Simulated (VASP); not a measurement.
# Mn (Fm-3m) in VASP: a series of runs

The runs below take Mn through single point, with PBE.

Program: VASP 6.6.1. These are calculated values, not measurements. Logs are shortened: lines on timing, memory, paths and dates and some standing lists are left out, and cuts for length are marked.

## 1. The cell of the first run

The structure is cubic, space group Fm-3m (No. 225). The conventional cell has a = 3.600 Å, b = 3.600 Å, c = 3.600 Å, α = 90.00°, β = 90.00°, γ = 90.00°. Within 3.4 Å of Mn (site symmetry m-3m) lie 12 Mn at 2.55 Å.

## 2. Single point, PBE, collinear spin

File INCAR:

```
  PREC = Accurate
  ENCUT = 500
  EDIFF = 1E-6
  ISMEAR = -1
  SIGMA = 0.1
  LREAL = F
  LASPH = T
  NELM = 200
  ALGO = Normal
  ISIF = 2
  LWAVE = F
  LCHARG = F
  ISPIN = 2
  MAGMOM = 3 0
  LORBIT = 11
  LMAXMIX = 4
  GGA = PE
  NBANDS = 24
  GGA_COMPAT = F
```

File KPOINTS:

```
regular mesh
0
Gamma
  8 8 6
```

File POSCAR:

```
Mn
1.0
    1.8000000000      1.8000000000      0.0000000000
   -1.8000000000      1.8000000000      0.0000000000
    0.0000000000      0.0000000000      3.6000000000
Mn
2
Direct
    0.0000000000      0.0000000000      0.0000000000
    0.5000000000      0.5000000000      0.5000000000
```

Potentials or basis: VASP PAW PBE potentials, release 64 (Mn_pv).

Command:

```console
$ cat potpaw_PBE.64/Mn_pv/POTCAR > POTCAR
$ mpirun -np 1 vasp_std > vasp.out
```

OUTCAR:

```text
PREC = Accurate
   ENCUT = 500
   EDIFF = 1E-6
   ISMEAR = -1
   LREAL = F
   LASPH = T
   NELM = 200
   ISIF = 2
   ISPIN = 2
   LORBIT = 11
   GGA = PE

 ion  position               nearest neighbor table
   1  0.000  0.000  0.000-   2 2.55   2 2.55   2 2.55   2 2.55   2 2.55   2 2.55   2 2.55   2 2.55

   2  0.500  0.500  0.500-   1 2.55   1 2.55   1 2.55   1 2.55   1 2.55   1 2.55   1 2.55   1 2.55

  LATTYP: Found a simple tetragonal cell.
 ALAT       =     2.5455844123
 C/A-ratio  =     1.4142135624

  Lattice vectors:

 A1 = (   1.8000000000,   1.8000000000,   0.0000000000)
 A2 = (  -1.8000000000,   1.8000000000,   0.0000000000)
 A3 = (   0.0000000000,   0.0000000000,   3.6000000000)

Analysis of symmetry for initial positions (statically):
=====================================================================
 Subroutine PRICEL returns following result:

  LATTYP: Found a face centered cubic cell.
 ALAT       =     3.6000000000

  Lattice vectors:

 A1 = (   0.0000000000,  -1.8000000000,  -1.8000000000)
 A2 = (   1.8000000000,   0.0000000000,  -1.8000000000)
 A3 = (   1.8000000000,  -1.8000000000,   0.0000000000)

   2 primitive cells build up your supercell.

 Routine SETGRP: Setting up the symmetry group for a
 simple tetragonal supercell.

 Subroutine GETGRP returns: Found 16 space group operations
 (whereof 16 operations were pure point group operations)
 out of a pool of 16 trial point group operations.

The static configuration has the point symmetry D_4h.

Analysis of symmetry for dynamics (positions and initial velocities):
=====================================================================
 Subroutine PRICEL returns following result:

  LATTYP: Found a face centered cubic cell.
 ALAT       =     3.6000000000

  Lattice vectors:

 A1 = (   0.0000000000,  -1.8000000000,  -1.8000000000)
 A2 = (   1.8000000000,   0.0000000000,  -1.8000000000)
 A3 = (   1.8000000000,  -1.8000000000,   0.0000000000)

   2 primitive cells build up your supercell.

 Routine SETGRP: Setting up the symmetry group for a
 simple tetragonal supercell.

 Subroutine GETGRP returns: Found 16 space group operations
 (whereof 16 operations were pure point group operations)
 out of a pool of 16 trial point group operations.

The dynamic configuration has the point symmetry D_4h.

Analysis of structural, dynamic, and magnetic symmetry:
=====================================================================
 Subroutine PRICEL returns:
 Original cell was already a primitive cell.

 Routine SETGRP: Setting up the symmetry group for a
 simple tetragonal supercell.

 Subroutine GETGRP returns: Found 16 space group operations
 (whereof 16 operations were pure point group operations)
 out of a pool of 16 trial point group operations.

The overall configuration has the point symmetry D_4h.

 Subroutine INISYM returns: Found 16 space group operations
 (whereof 16 operations are pure point group operations),
 and found     1 'primitive' translations

----------------------------------------------------------------------------------------

                                     Primitive cell

  volume of cell :      23.3280

  direct lattice vectors                    reciprocal lattice vectors
     1.800000000  1.800000000  0.000000000     0.277777778  0.277777778  0.000000000
    -1.800000000  1.800000000  0.000000000    -0.277777778  0.277777778  0.000000000
     0.000000000  0.000000000  3.600000000     0.000000000  0.000000000  0.277777778

  length of vectors
     2.545584412  2.545584412  3.600000000     0.392837101  0.392837101  0.277777778

  position of ions in fractional coordinates (direct lattice)
     0.000000000  0.000000000  0.000000000
     0.500000000  0.500000000  0.500000000

  ion indices of the primitive-cell ions
   primitive index   ion index
                 1           1
                 2           2

----------------------------------------------------------------------------------------

 KPOINTS: regular mesh

Automatic generation of k-mesh.
 Grid dimensions read from file:
 generate k-points for:    8    8    6

 Generating k-lattice:

  Cartesian coordinates                     Fractional coordinates (reciprocal lattice)
     0.034722222  0.034722222  0.000000000     0.125000000  0.000000000  0.000000000
    -0.034722222  0.034722222  0.000000000     0.000000000  0.125000000  0.000000000
     0.000000000  0.000000000  0.046296296     0.000000000  0.000000000  0.166666667

  Length of vectors
     0.049104638  0.049104638  0.046296296

  Shift w.r.t. Gamma in fractional coordinates (k-lattice)
     0.000000000  0.000000000  0.000000000

 Subroutine IBZKPT returns following result:
 ===========================================

 Found     60 irreducible k-points:

 Following reciprocal coordinates:
            Coordinates               Weight
  0.000000  0.000000  0.000000      1.000000
  0.125000  0.000000  0.000000      4.000000
  0.250000  0.000000  0.000000      4.000000
  0.375000  0.000000  0.000000      4.000000
  0.500000  0.000000  0.000000      2.000000
  0.125000  0.125000  0.000000      4.000000
[... 16 lines left out ...]
  0.375000  0.125000  0.166667     16.000000
  0.500000  0.125000  0.166667      8.000000
 [... further k-points ...]
   k-points           NKPTS =     60   k-points in BZ     NKDIM =     60   number of bands    NBANDS=     24
   number of dos      NEDOS =    301   number of ions     NIONS =      2
   total plane-waves  NPLWV =  11200
   dimension x,y,z NGX =    20 NGY =   20 NGZ =   28
   dimension x,y,z NGXF=    40 NGYF=   40 NGZF=   56
   ions per type =               2
   NGX,Y,Z   is equivalent  to a cutoff of  13.06, 13.06, 12.93 a.u.
   NGXF,Y,Z  is equivalent  to a cutoff of  26.12, 26.12, 25.86 a.u.
 SYSTEM =  unknown system
   PREC   = accura    normal or accurate (medium, high low for compatibility)
   ISTART =      0    job   : 0-new  1-cont  2-samecut
   ICHARG =      2    charge: 1-file 2-atom 10-const
   ISPIN  =      2    spin polarized calculation?
   LNONCOLLINEAR =      F non collinear calculations
   LSORBIT =      F    spin-orbit coupling
   LASPH  =      T    aspherical Exc in radial PAW
   ENCUT  =  500.0 eV  36.75 Ry    6.06 a.u.   4.64  4.64  6.56*2*pi/ulx,y,z
   NELM   =    200;   NELMIN=  2; NELMDL= -5     # of ELM steps
   EDIFF  = 0.1E-05   stopping-criterion for ELM
   LREAL  =      F    real-space projection
   EDIFFG = 0.1E-04   stopping-criterion for IOM
   NSW    =      0    number of steps for IOM
   IBRION =     -1    ionic relax: 0-MD 1-quasi-New 2-CG
   NFREE  =      0    steps in history (QN), initial steepest desc. (CG)
   ISIF   =      2    stress and relaxation
   ISYM   =      2    0-nonsym 1-usesym 2-fastsym
   POTIM  = 0.5000    time-step for ionic-motion
   TEBEG  =    0.0;   TEEND  =   0.0 temperature during run
   PSTRESS=    0.0 pullay stress
   NELECT =      26.0000    total number of electrons
   NUPDOWN=      -1.0000    fix difference up-down
   EMIN   =  10.00;   EMAX   =-10.00  energy-range for DOS
   EFERMI =   0.00;   METHOD = LEGACY
   ISMEAR =    -1;   SIGMA  =   0.10  broadening in eV -4-tet -1-fermi 0-gaus
   EFERMI_NEDOS =   21; number of points for ismear=-14 and -15
   IALGO  =     38    algorithm
   IMIX   =      4    mixing-type and parameters
     AMIX     =   0.40;   BMIX     =  1.00
     AMIX_MAG =   1.60;   BMIX_MAG =  1.00
  volume/ion in A,a.u.               =      11.66        78.71
  Fermi-wavevector in a.u.,A,eV,Ry     =   1.697358  3.207541 39.198712  2.881024
  Thomas-Fermi vector in A             =   2.778054
   LORBIT       =     11    0 simple, 1 ext, 2 COOP (PROOUT), +10 PAW based schemes
   GGA     = PE    functional components
   LHFCALC =     F    Hartree Fock is set to
   AEXX    =    0.0000 exact exchange contribution
   IVDW    =     0    specifies the selected vdW correction
   LEPSILON=     F    determine dielectric tensor
   LRPA    =     F    only Hartree local field effects (RPA)
 spin polarized calculation
  energy-cutoff  :      500.00
  volume of cell :       23.33
 maximum number of plane-waves:       609
 NGX is ok and might be reduce to    20
   NGX =  9   NGY =  9   NGZ = 13

 number of electron      26.0000014 magnetization       0.0006622

 Free energy of the ion-electron system (eV)
  ---------------------------------------------------
  ext. energy  EPLUGINS =         0.00000000
  ---------------------------------------------------
  free energy    TOTEN  =       -17.95722027 eV

  energy without entropy =      -17.86609019  energy(sigma->0) =      -17.91165523

 E-fermi :   9.4501     XC(G=0): -13.4945

 val. band max:        9.4429058033   @ k =   0.3750   0.1250   0.0000
 cond. band min:       9.4505052559   @ k =   0.5000   0.3750   0.3333
 fundamental gap:      0.0075994526
 Fermi energy:         9.4500540906

 spin component 1

 k-point     1 :       0.0000    0.0000    0.0000
  band No.  band energies     occupation
      1     -39.4613      1.00000
      2     -39.1196      1.00000
      3     -39.1196      1.00000
      4     -37.3308      1.00000
      5     -37.1274      1.00000
      6     -37.1274      1.00000
[... 16 lines left out ...]
     23      30.1789      0.00000
     24      34.0134      0.00000

 k-point     2 :       0.1250    0.0000    0.0000
  band No.  band energies     occupation
      1     -39.4519      1.00000
      2     -39.1638      1.00000
      3     -39.1150      1.00000
      4     -37.3312      1.00000
      5     -37.1765      1.00000
      6     -37.1242      1.00000
[... 16 lines left out ...]
     23      30.9612      0.00000
     24      32.6846      0.00000

 k-point     3 :       0.2500    0.0000    0.0000
  band No.  band energies     occupation
      1     -39.4290      1.00000
      2     -39.2698      1.00000
      3     -39.1039      1.00000
      4     -37.3324      1.00000
      5     -37.2942      1.00000
      6     -37.1164      1.00000
[... 16 lines left out ...]
     23      28.9752      0.00000
     24      31.1661      0.00000
[... 514 lines left out ...]
 k-point    23 :       0.3750    0.1250    0.1667
  band No.  band energies     occupation
      1     -39.4067      1.00000
      2     -39.3743      1.00000
      3     -39.1377      1.00000
      4     -37.3982      1.00000
      5     -37.3262      1.00000
      6     -37.1540      1.00000
[... 16 lines left out ...]
     23      28.6612      0.00000
     24      30.7234      0.00000

 k-point    24 :       0.5000    0.1250    0.1667
  band No.  band energies     occupation
      1     -39.4191      1.00000
      2     -39.3989      1.00000
      3     -39.1332      1.00000
      4     -37.4434      1.00000
      5     -37.3246      1.00000
      6     -37.1502      1.00000
[... 16 lines left out ...]
     23      28.6286      0.00000
     24      28.7055      0.00000

 [... further k-points ...]

 spin component 2

 k-point     1 :       0.0000    0.0000    0.0000
  band No.  band energies     occupation
      1     -39.4609      1.00000
      2     -39.1192      1.00000
      3     -39.1192      1.00000
      4     -37.3302      1.00000
      5     -37.1271      1.00000
      6     -37.1271      1.00000
[... 16 lines left out ...]
     23      30.1788      0.00000
     24      34.0137      0.00000

 k-point     2 :       0.1250    0.0000    0.0000
  band No.  band energies     occupation
      1     -39.4515      1.00000
      2     -39.1635      1.00000
      3     -39.1146      1.00000
      4     -37.3307      1.00000
      5     -37.1763      1.00000
      6     -37.1239      1.00000
[... 16 lines left out ...]
     23      30.9614      0.00000
     24      32.6847      0.00000

 k-point     3 :       0.2500    0.0000    0.0000
  band No.  band energies     occupation
      1     -39.4286      1.00000
      2     -39.2695      1.00000
      3     -39.1035      1.00000
      4     -37.3318      1.00000
      5     -37.2939      1.00000
      6     -37.1162      1.00000
[... 16 lines left out ...]
     23      28.9753      0.00000
     24      31.1663      0.00000
[... 514 lines left out ...]
 k-point    23 :       0.3750    0.1250    0.1667
  band No.  band energies     occupation
      1     -39.4062      1.00000
      2     -39.3740      1.00000
      3     -39.1373      1.00000
      4     -37.3979      1.00000
      5     -37.3257      1.00000
      6     -37.1538      1.00000
[... 16 lines left out ...]
     23      28.6613      0.00000
     24      30.7236      0.00000

 k-point    24 :       0.5000    0.1250    0.1667
  band No.  band energies     occupation
      1     -39.4188      1.00000
      2     -39.3985      1.00000
      3     -39.1329      1.00000
      4     -37.4432      1.00000
      5     -37.3241      1.00000
      6     -37.1499      1.00000
[... 16 lines left out ...]
     23      28.6288      0.00000
     24      28.7056      0.00000

 [... further k-points ...]
[... 5 lines left out ...]
  --------------------------------------------------------------------------------------
  -------------------------------------------------------------------------------------
  Total       -0.0869556     -0.0869556     -1.1917359      0.0000000      0.0000000     -0.0000000
  in kB       -5.9721504     -5.9721504    -81.8489490      0.0000000      0.0000000     -0.0000000
  external PRESSURE =     -31.2644166 kB  Pullay stress =       0.0000000 kB

 VOLUME and BASIS-vectors are now :
 -----------------------------------------------------------------------------
  energy-cutoff  :      500.00
  volume of cell :       23.33
      direct lattice vectors                 reciprocal lattice vectors
     1.800000000  1.800000000  0.000000000     0.277777778  0.277777778  0.000000000
    -1.800000000  1.800000000  0.000000000    -0.277777778  0.277777778  0.000000000
     0.000000000  0.000000000  3.600000000     0.000000000  0.000000000  0.277777778

 POSITION                                       TOTAL-FORCE (eV/Angst)
 -----------------------------------------------------------------------------------
      0.00000      0.00000      0.00000        -0.000000      0.000000      0.000000
      0.00000      1.80000      1.80000         0.000000     -0.000000      0.000000
 -----------------------------------------------------------------------------------
    total drift:                               -0.000000      0.000000      0.000000

  FREE ENERGIE OF THE ION-ELECTRON SYSTEM (eV)
  ---------------------------------------------------
  free  energy   TOTEN  =       -17.9572202695 eV

  energy  without entropy=      -17.8660901874  energy(sigma->0) =      -17.91165523

 total charge

# of ion       s       p       d       tot
------------------------------------------
    1        0.402   6.358   5.076  11.836
    2        0.402   6.358   5.076  11.836
--------------------------------------------------
tot          0.804  12.716  10.153  23.673

 magnetization (x)

# of ion       s       p       d       tot
------------------------------------------
    1        0.024   0.031   1.859   1.913
    2       -0.024  -0.031  -1.858  -1.913
--------------------------------------------------
tot         -0.000   0.000   0.000   0.000
```

Run time: 1.9 min. Hardware: 1 thread of Intel Xeon 8259CL, shared host; peak memory 0.17 GiB.

Results:

```
Free energy                                           : -17.9572 eV
Pressure                                              : -3.1 GPa
Band gap on the k mesh                                : zero (filled and empty bands overlap)
Net moment                                            : 0.00 μB per cell
Site moments                                          : Mn +1.91, -1.91 μB
Valence electrons inside the program's atomic spheres : Mn 11.84
```

Stress tensor (GPa, compression positive):
```
-0.60  0.00  0.00
 0.00 -0.60  0.00
 0.00  0.00 -8.18
```

[end of part 1 of 2]
